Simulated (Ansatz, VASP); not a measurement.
**NbC in VASP and in Ansatz**

```xyz
2
Lattice="0.0000 2.2004 2.2004 2.2004 0.0000 2.2004 2.2004 2.2004 0.0000" Properties=species:S:1:pos:R:3 pbc="T T T"
Nb    0.0000    0.0000    0.0000
C     2.2004    2.2004    2.2004
```

Alike in both runs: task single point; functional PBE; k mesh 16 × 16 × 16; occupations gaussian, width 0.1 eV; no spin polarisation.

```csv
,VASP,Ansatz
version,VASP 6.6.1,Ansatz 0.2.0
potentials or method,"VASP PAW PBE potentials, release 64 (Nb_sv, C), cutoff 600 eV","scalar-relativistic, plane waves, PAW"
valence electrons in the cell,17,17
```

|  | VASP | Ansatz | Ansatz less VASP |
| --- | --- | --- | --- |
| gap on the k mesh at the Fermi level (eV) | none | none | - |
| pressure (GPa) | 18.6 | 19.3 | +0.68 |

A gap of «none» marks a metal or a gap that the smearing closes.
